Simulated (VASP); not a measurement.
Write the native input for VASP 6.6.1 that does the following.

- Task: relaxation of cell and atoms
- Functional: RPBE
- Potentials or basis: VASP PAW PBE potentials, release 64 (Si)
- Cutoff: 600 eV
- k mesh: 13 × 13 × 4
- Occupations: fermi-dirac, width 0.1 eV
- Spin: no spin polarisation
- Dipole correction: no
- Further INCAR settings: ALGO = Normal; EDIFF = 1e-06; IBRION = 2; EDIFFG = -0.01; NSW = 80; ISIF = 3

The structure of Si lies in POSCAR:

```
Si
1.0
    2.7691764586      0.0000000000      0.0000000000
   -1.3845882293      2.3981771607      0.0000000000
    0.0000000000      0.0000000000      9.0441303138
Si
4
Direct
    0.0000000000      0.0000000000      0.0000000000
    0.0000000000      0.0000000000      0.5000000000
    0.3333333333      0.6666666667      0.2500000000
    0.6666666667      0.3333333333      0.7500000000
```

This isn't the form of Si at room conditions, which is diamond.

One way to write it, as run:

INCAR

```
SYSTEM = Si
PREC = Accurate
ENCUT = 600
EDIFF = 1E-6
ISMEAR = -1
SIGMA = 0.1
LREAL = .FALSE.
LASPH = .TRUE.
NELM = 80
ALGO = Normal
ISIF = 3
LWAVE = .FALSE.
LCHARG = .FALSE.
GGA = RP
IBRION = 2
NSW = 80
EDIFFG = -0.01
```

KPOINTS

```
regular mesh
0
G
  13 13 4
  0 0 0
```

Potentials or basis: VASP PAW PBE potentials, release 64 (Si).

Run with:

```sh
$ cat potpaw_PBE.64/Si/POTCAR > POTCAR
$ mpirun -np 1 vasp_std > vasp.out
```

Results of the run:

| Property | Result |
| --- | --- |
| Relaxed volume | 14.53 Å³/atom |
| Relaxed cell | a = 2.724 Å, b = 2.724 Å, c = 9.041 Å, α = 90.00°, β = 90.00°, γ = 120.00° |
| Space group after relaxing (to 0.1 Å) | P6_3/mmc (No. 194) |
| Energy gained by relaxing | 4.6 meV/atom |
| Ionic steps | 6 |
| Pressure after relaxing | 0.1 GPa |

Caveat: the highest band is partly filled, so the run has too few bands; the PAW data sets were made with another functional, which shifts forces and pressure a little.

Wall time 110 s on 1 thread of Intel(R) Xeon(R) Platinum 8375C CPU @ 2.90GHz (Ice Lake) (shared host), peak memory 0.21 GiB.
